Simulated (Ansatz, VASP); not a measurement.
## One calculation of Cs2AgBiBr6, two programs

The input INCAR:

```
ALGO = Normal ; EDIFF = 1E-7
EDIFFG = -0.005 ; ENCUT = 600
GGA = PE ; IBRION = 2
ISIF = 3 ; ISMEAR = 0
IVDW = 12 ; LASPH = T
LCHARG = F ; LREAL = F
LWAVE = F ; NELM = 100
NSW = 70 ; PREC = Accurate
SIGMA = 0.02
```

Contents of KPOINTS:

```
k-points
0
Gamma
  4 4 4
```

File POSCAR:

```
Cs2AgBiBr6
1.0
    0.0000000000      5.7420103772      5.7420103772
    5.7420103772      0.0000000000      5.7420103772
    5.7420103772      5.7420103772      0.0000000000
Cs Ag Bi Br
2 1 1 6
Direct
    0.2500000000      0.2500000000      0.2500000000
    0.7500000000      0.7500000000      0.7500000000
    0.5000000000      0.5000000000      0.5000000000
    0.0000000000      0.0000000000      0.0000000000
    0.2513065111      0.7486934889      0.2513065111
    0.2513065111      0.7486934889      0.7486934889
    0.7486934889      0.2513065111      0.7486934889
    0.7486934889      0.2513065111      0.2513065111
    0.2513065111      0.2513065111      0.7486934889
    0.7486934889      0.7486934889      0.2513065111
```

Input for Ansatz:

```yaml
crystal:
  lattice:
    - [0.0, 5.7420103772, 5.7420103772]
    - [5.7420103772, 0.0, 5.7420103772]
    - [5.7420103772, 5.7420103772, 0.0]
  atoms:
    - { symbol: Cs, position: [0.25, 0.25, 0.25] }
    - { symbol: Cs, position: [0.75, 0.75, 0.75] }
    - { symbol: Ag, position: [0.5, 0.5, 0.5] }
    - { symbol: Bi, position: [0.0, 0.0, 0.0] }
    - { symbol: Br, position: [0.2513065111, 0.7486934889, 0.2513065111] }
    - { symbol: Br, position: [0.2513065111, 0.7486934889, 0.7486934889] }
    - { symbol: Br, position: [0.7486934889, 0.2513065111, 0.7486934889] }
    - { symbol: Br, position: [0.7486934889, 0.2513065111, 0.2513065111] }
    - { symbol: Br, position: [0.2513065111, 0.2513065111, 0.7486934889] }
    - { symbol: Br, position: [0.7486934889, 0.7486934889, 0.2513065111] }
basis:
  ecutwfc: 420
kpoints:
  mp_grid: { grid: [4, 4, 4] }
hamiltonian:
  xc: pbe
  dispersion: d3bj
scf:
  occupations: { method: gaussian, width: 0.02 }
output:
  forces: true
  stress: true
  eigenvalues: true
  write_density: true
  write_potential: true
  elf: true
  volumetric_format: npy
relax:
  adjacent_minimum: "off"
  f_tol: 0.005
  max_steps: 50
  cell: { stress_tol: 0.05 }
```

Alike in both runs: task relaxation of cell and atoms; functional PBE; dispersion D3(BJ); k mesh 4 × 4 × 4; occupations gaussian, width 0.02 eV; no spin polarisation.

|  | VASP | Ansatz |
| --- | --- | --- |
| version | VASP 6.6.1 | Ansatz 0.2.0 |
| potentials or method | VASP PAW PBE potentials, release 64 (Cs_sv, Ag, Bi_d, Br), cutoff 600 eV | scalar-relativistic, plane waves, PAW |
| valence electrons in the cell | 86 | 94 |

Ansatz gave:

- gap on the k mesh at the Fermi level, each at its own relaxed structure (eV): 1.25
- relaxed volume (Å³/atom): 36.12
- relaxed cell length with the largest relative difference (Å): 7.994

**Question.** Which values does VASP return?

**Answer.** gap on the k mesh at the Fermi level, each at its own relaxed structure (eV): 1.25; relaxed volume (Å³/atom): 36.11; relaxed cell length with the largest relative difference (Å): 7.993.

VASP's potentials hold 86 valence electrons a cell and Ansatz's 94, so a difference there can come from the potentials and not from the codes.

Spin-orbit coupling is off throughout.
